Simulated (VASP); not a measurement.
# Si2Ni (Fm-3m) in VASP: a series of runs

Si2Ni is run at these levels: PBE+D3(BJ); tasks: single point, relaxation of cell and atoms.

All numbers are computed with VASP 6.6.1; they aren't measurements. Logs are shortened: lines on timing, memory, paths and dates and some standing lists are left out, and cuts for length are marked.

**1. The cell of the first run**

The structure is cubic, space group Fm-3m (No. 225). Conventional cell: a = 5.382 Å, b = 5.382 Å, c = 5.382 Å, α = 90.00°, β = 90.00°, γ = 90.00°. Si (site symmetry -43m) has 4 Ni at 2.33 Å and 6 Si at 2.69 Å within 3.1 Å. Ni (site symmetry m-3m) has 8 Si at 2.33 Å within 3.1 Å.

**2. Single point, PBE+D3(BJ)**

The input, INCAR:

```
SYSTEM = Si2Ni
PREC     = Accurate       ! precision mode
ENCUT    = 520            ! plane-wave cutoff, eV
EDIFF    = 1E-7           ! SCF threshold, eV
ISMEAR   = 0              ! smearing method
SIGMA    = 0.1            ! smearing width, eV
LREAL    = .FALSE.        ! projectors in reciprocal space
LASPH    = .TRUE.         ! aspherical terms in the spheres
NELM     = 100            ! most SCF steps
ALGO     = Normal         ! electronic algorithm
ISIF     = 2              ! what is computed and relaxed
LWAVE    = .FALSE.        ! write WAVECAR
LCHARG   = .FALSE.        ! write CHGCAR
GGA      = PE             ! functional
IVDW     = 12             ! dispersion correction
NBANDS   = 16             ! bands
```

The input, KPOINTS:

```
Automatic mesh
0
G
  14 14 14
  0 0 0
```

The input, POSCAR:

```
Si2Ni
1.0
    0.0000000000      2.6908595998      2.6908595998
    2.6908595998      0.0000000000      2.6908595998
    2.6908595998      2.6908595998      0.0000000000
Si Ni
2 1
Direct
    0.2500000000      0.2500000000      0.2500000000
    0.7500000000      0.7500000000      0.7500000000
    0.0000000000      0.0000000000      0.0000000000
```

Potentials or basis: VASP PAW PBE potentials, release 64 (Si, Ni).

Launch:

```bash
$ cat potpaw_PBE.64/Si/POTCAR potpaw_PBE.64/Ni/POTCAR > POTCAR
$ mpirun -np 1 vasp_std > vasp.out
```

OUTCAR:

```text
SYSTEM = Si2Ni
   PREC = Accurate
   ENCUT = 520
   EDIFF = 1E-7
   ISMEAR = 0
   LREAL = .FALSE.
   LASPH = .TRUE.
   NELM = 100
   ISIF = 2
   GGA = PE
   IVDW = 12
 IVDW          = 12

 ion  position               nearest neighbor table
   1  0.250  0.250  0.250-   3 2.33   3 2.33   3 2.33   3 2.33   2 2.69   2 2.69   2 2.69   2 2.69
                             2 2.69   2 2.69
   2  0.750  0.750  0.750-   3 2.33   3 2.33   3 2.33   3 2.33   1 2.69   1 2.69   1 2.69   1 2.69
                             1 2.69   1 2.69
   3  0.000  0.000  0.000-   1 2.33   2 2.33   2 2.33   2 2.33   2 2.33   1 2.33   1 2.33   1 2.33

  LATTYP: Found a face centered cubic cell.
 ALAT       =     5.3817191996

  Lattice vectors:

 A1 = (   0.0000000000,   2.6908595998,   2.6908595998)
 A2 = (   2.6908595998,   0.0000000000,   2.6908595998)
 A3 = (   2.6908595998,   2.6908595998,   0.0000000000)

Analysis of symmetry for initial positions (statically):
=====================================================================
 Subroutine PRICEL returns:
 Original cell was already a primitive cell.

 Routine SETGRP: Setting up the symmetry group for a
 face centered cubic supercell.

 Subroutine GETGRP returns: Found 48 space group operations
 (whereof 48 operations were pure point group operations)
 out of a pool of 48 trial point group operations.

The static configuration has the point symmetry O_h .

Analysis of symmetry for dynamics (positions and initial velocities):
=====================================================================
 Subroutine PRICEL returns:
 Original cell was already a primitive cell.

 Routine SETGRP: Setting up the symmetry group for a
 face centered cubic supercell.

 Subroutine GETGRP returns: Found 48 space group operations
 (whereof 48 operations were pure point group operations)
 out of a pool of 48 trial point group operations.

The dynamic configuration has the point symmetry O_h .

 Subroutine INISYM returns: Found 48 space group operations
 (whereof 48 operations are pure point group operations),
 and found     1 'primitive' translations

----------------------------------------------------------------------------------------

                                     Primitive cell

  volume of cell :      38.9676

  direct lattice vectors                    reciprocal lattice vectors
     0.000000000  2.690859600  2.690859600    -0.185814228  0.185814228  0.185814228
     2.690859600  0.000000000  2.690859600     0.185814228 -0.185814228  0.185814228
     2.690859600  2.690859600  0.000000000     0.185814228  0.185814228 -0.185814228

  length of vectors
     3.805450140  3.805450140  3.805450140     0.321839684  0.321839684  0.321839684

  position of ions in fractional coordinates (direct lattice)
     0.250000000  0.250000000  0.250000000
     0.750000000  0.750000000  0.750000000
     0.000000000  0.000000000  0.000000000

  ion indices of the primitive-cell ions
   primitive index   ion index
                 1           1
                 2           2
                 3           3

----------------------------------------------------------------------------------------

 KPOINTS: Automatic mesh

Automatic generation of k-mesh.
 Grid dimensions read from file:
 generate k-points for:   14   14   14

 Generating k-lattice:

  Cartesian coordinates                     Fractional coordinates (reciprocal lattice)
    -0.013272445  0.013272445  0.013272445     0.071428571  0.000000000  0.000000000
     0.013272445 -0.013272445  0.013272445     0.000000000  0.071428571  0.000000000
     0.013272445  0.013272445 -0.013272445     0.000000000  0.000000000  0.071428571

  Length of vectors
     0.022988549  0.022988549  0.022988549

  Shift w.r.t. Gamma in fractional coordinates (k-lattice)
     0.000000000  0.000000000  0.000000000

 Subroutine IBZKPT returns following result:
 ===========================================

 Found    104 irreducible k-points:

 Following reciprocal coordinates:
            Coordinates               Weight
  0.000000  0.000000  0.000000      1.000000
  0.071429  0.000000  0.000000      8.000000
  0.142857  0.000000  0.000000      8.000000
  0.214286  0.000000  0.000000      8.000000
  0.285714  0.000000  0.000000      8.000000
  0.357143  0.000000  0.000000      8.000000
[... 16 lines left out ...]
  0.214286  0.142857  0.000000     24.000000
  0.285714  0.142857  0.000000     24.000000
 [... further k-points ...]
   k-points           NKPTS =    104   k-points in BZ     NKDIM =    104   number of bands    NBANDS=     16
   number of dos      NEDOS =    301   number of ions     NIONS =      3
   total plane-waves  NPLWV =  21952
   dimension x,y,z NGX =    28 NGY =   28 NGZ =   28
   dimension x,y,z NGXF=    56 NGYF=   56 NGZF=   56
   ions per type =               2   1
   NGX,Y,Z   is equivalent  to a cutoff of  12.23, 12.23, 12.23 a.u.
   NGXF,Y,Z  is equivalent  to a cutoff of  24.46, 24.46, 24.46 a.u.
 SYSTEM =  Si2Ni
   PREC   = accura    normal or accurate (medium, high low for compatibility)
   ISTART =      0    job   : 0-new  1-cont  2-samecut
   ICHARG =      2    charge: 1-file 2-atom 10-const
   ISPIN  =      1    spin polarized calculation?
   LNONCOLLINEAR =      F non collinear calculations
   LSORBIT =      F    spin-orbit coupling
   LASPH  =      T    aspherical Exc in radial PAW
   ENCUT  =  520.0 eV  38.22 Ry    6.18 a.u.   7.08  7.08  7.08*2*pi/ulx,y,z
   NELM   =    100;   NELMIN=  2; NELMDL= -5     # of ELM steps
   EDIFF  = 0.1E-06   stopping-criterion for ELM
   LREAL  =      F    real-space projection
   EDIFFG = 0.1E-05   stopping-criterion for IOM
   NSW    =      0    number of steps for IOM
   IBRION =     -1    ionic relax: 0-MD 1-quasi-New 2-CG
   NFREE  =      0    steps in history (QN), initial steepest desc. (CG)
   ISIF   =      2    stress and relaxation
   ISYM   =      2    0-nonsym 1-usesym 2-fastsym
   POTIM  = 0.5000    time-step for ionic-motion
   TEBEG  =    0.0;   TEEND  =   0.0 temperature during run
   PSTRESS=    0.0 pullay stress
   NELECT =      18.0000    total number of electrons
   NUPDOWN=      -1.0000    fix difference up-down
   EMIN   =  10.00;   EMAX   =-10.00  energy-range for DOS
   EFERMI =   0.00;   METHOD = LEGACY
   ISMEAR =     0;   SIGMA  =   0.10  broadening in eV -4-tet -1-fermi 0-gaus
   EFERMI_NEDOS =   21; number of points for ismear=-14 and -15
   IALGO  =     38    algorithm
   IMIX   =      4    mixing-type and parameters
     AMIX     =   0.40;   BMIX     =  1.00
     AMIX_MAG =   1.60;   BMIX_MAG =  1.00
  volume/ion in A,a.u.               =      12.99        87.66
  Fermi-wavevector in a.u.,A,eV,Ry     =   1.265507  2.391462 21.789847  1.601509
  Thomas-Fermi vector in A             =   2.398757
   LORBIT       =      0    0 simple, 1 ext, 2 COOP (PROOUT), +10 PAW based schemes
   GGA     = PE    functional components
   LHFCALC =     F    Hartree Fock is set to
   AEXX    =    0.0000 exact exchange contribution
   IVDW    =    12    specifies the selected vdW correction
   LEPSILON=     F    determine dielectric tensor
   LRPA    =     F    only Hartree local field effects (RPA)
 non-spin polarized calculation
 Gauss-broadening in eV      SIGMA  =   0.10
  energy-cutoff  :      520.00
  volume of cell :       38.97
 maximum number of plane-waves:      1067
   NGX = 15   NGY = 15   NGZ = 15

 number of electron      17.9999993 magnetization

 Free energy of the ion-electron system (eV)
  ---------------------------------------------------
  ext. energy  EPLUGINS =         0.00000000
  ---------------------------------------------------
  free energy    TOTEN  =       -17.34792607 eV

  energy without entropy =      -17.34356693  energy(sigma->0) =      -17.34574650

 E-fermi :  10.7049     XC(G=0): -11.6486

 val. band max:       10.6504353373   @ k =  -0.0714   0.0714   0.0000
 cond. band min:      10.7192976424   @ k =  -0.2143   0.1429   0.0000
 fundamental gap:      0.0688623051
 Fermi energy:        10.7049392977

 k-point     1 :       0.0000    0.0000    0.0000
  band No.  band energies     occupation
      1      -3.3275      2.00000
      2       5.3662      2.00000
      3       5.3662      2.00000
      4       5.3662      2.00000
      5       7.0737      2.00000
      6       7.0737      2.00000
[... 8 lines left out ...]
     15      15.4097      0.00000
     16      15.4097      0.00000

 k-point     2 :       0.0714    0.0000    0.0000
  band No.  band energies     occupation
      1      -3.2510      2.00000
      2       5.2131      2.00000
      3       5.3908      2.00000
      4       5.3908      2.00000
      5       7.0589      2.00000
      6       7.0589      2.00000
[... 8 lines left out ...]
     15      15.0842      0.00000
     16      15.2697      0.00000

 k-point     3 :       0.1429    0.0000    0.0000
  band No.  band energies     occupation
      1      -3.0224      2.00000
      2       4.7755      2.00000
      3       5.4599      2.00000
      4       5.4599      2.00000
      5       7.0239      2.00000
      6       7.0239      2.00000
[... 8 lines left out ...]
     15      14.9158      0.00000
     16      15.3064      0.00000

 k-point     4 :       0.2143    0.0000    0.0000
  band No.  band energies     occupation
      1      -2.6449      2.00000
      2       4.0967      2.00000
      3       5.5585      2.00000
      4       5.5585      2.00000
      5       6.9948      2.00000
      6       6.9948      2.00000
[... 8 lines left out ...]
     15      15.6155      0.00000
     16      16.3452      0.00000
[... 324 lines left out ...]
 k-point    22 :       0.1429    0.1429    0.0000
  band No.  band energies     occupation
      1      -2.9209      2.00000
      2       4.8356      2.00000
      3       5.4076      2.00000
      4       5.4076      2.00000
      5       6.8087      2.00000
      6       7.1494      2.00000
[... 8 lines left out ...]
     15      16.0785      0.00000
     16      16.0785      0.00000

 k-point    23 :       0.2143    0.1429    0.0000
  band No.  band energies     occupation
      1      -2.6438      2.00000
      2       4.4616      2.00000
      3       5.4519      2.00000
      4       5.4780      2.00000
      5       6.6610      2.00000
      6       7.1783      2.00000
[... 8 lines left out ...]
     15      16.7628      0.00000
     16      16.8706      0.00000

 k-point    24 :       0.2857    0.1429    0.0000
  band No.  band energies     occupation
      1      -2.2203      2.00000
      2       3.8382      2.00000
      3       5.5298      2.00000
      4       5.5737      2.00000
      5       6.5371      2.00000
      6       7.2082      2.00000
[... 8 lines left out ...]
     15      17.7542      0.00000
     16      18.0134      0.00000

 [... further k-points ...]

------------------------ aborting loop because EDIFF is reached ----------------------------------------

 Edisp (eV)   -1.35384

 E8    (eV) :    -0.5675

  FORCE on cell =-STRESS in cart. coord.  units (eV):
  Direction    XX          YY          ZZ          XY          YZ          ZX
  --------------------------------------------------------------------------------------
  -------------------------------------------------------------------------------------
  Total      -0.01461    -0.01461    -0.01461     0.00000    -0.00000     0.00000
  in kB      -0.60075    -0.60075    -0.60075     0.00000    -0.00000     0.00000
  external pressure =       -0.60 kB  Pullay stress =        0.00 kB

 VOLUME and BASIS-vectors are now :
 -----------------------------------------------------------------------------
  energy-cutoff  :      520.00
  volume of cell :       38.97
      direct lattice vectors                 reciprocal lattice vectors
     0.000000000  2.690859600  2.690859600    -0.185814228  0.185814228  0.185814228
     2.690859600  0.000000000  2.690859600     0.185814228 -0.185814228  0.185814228
     2.690859600  2.690859600  0.000000000     0.185814228  0.185814228 -0.185814228

 POSITION                                       TOTAL-FORCE (eV/Angst)
 -----------------------------------------------------------------------------------
      1.34543      1.34543      1.34543         0.000000      0.000000      0.000000
      4.03629      4.03629      4.03629         0.000000     -0.000000      0.000000
      0.00000      0.00000      0.00000        -0.000000      0.000000     -0.000000
 -----------------------------------------------------------------------------------
    total drift:                               -0.000000     -0.000000      0.000000

  FREE ENERGIE OF THE ION-ELECTRON SYSTEM (eV)
  ---------------------------------------------------
  free  energy   TOTEN  =       -18.7017703121 eV

  energy  without entropy=      -18.6974111688  energy(sigma->0) =      -18.69959074
```

Wall time 66 s (1 thread of Intel Xeon Platinum 8259CL at 2.50GHz (Skylake/Cascade Lake), shared host); peak memory 0.21 GiB.

Results:

```yaml
Free_energy: -18.7018 eV
Pressure: -0.1 GPa
Band_gap_on_the_k_mesh: zero (bands 9 and 10 overlap by 2.12 eV)
Dispersion_energy_per_atom: -0.451 eV
```

(Continued in part 2 of 2.)

The gap in the log of VASP goes by the Fermi energy; the results here count the filled bands.